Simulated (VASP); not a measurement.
A run of VASP 6.6.1:

File INCAR:

```
PREC = Accurate
ENCUT = 520
EDIFF = 1E-6
ISMEAR = 0
SIGMA = 0.01
LREAL = False
LASPH = True
NELM = 60
ALGO = Normal
ISIF = 2
LWAVE = False
LCHARG = False
GGA = PE
NBANDS = 15
```

KPOINTS

```
regular mesh
0
Gamma
  4 4 4
```

The input POSCAR:

```
BaTe
1.0
    0.0000000000      3.5323792142      3.5323792142
    3.5323792142      0.0000000000      3.5323792142
    3.5323792142      3.5323792142      0.0000000000
Ba Te
1 1
Direct
    0.0000000000      0.0000000000      0.0000000000
    0.5000000000      0.5000000000      0.5000000000
```

Potentials or basis: VASP PAW PBE potentials, release 64 (Ba_sv, Te).

Command:

```sh
$ cat potpaw_PBE.64/Ba_sv/POTCAR potpaw_PBE.64/Te/POTCAR > POTCAR
$ mpirun -np 1 vasp_std > vasp.out
```

Hardware: 1 thread of Intel Xeon 8259CL (shared host).

Task: Estimate the wall time of this run.

Result: Wall time 33 s on 1 thread of Intel Xeon 8259CL, on a shared host, peak memory 0.23 GiB. Counts: scf iterations 13, k points 8.
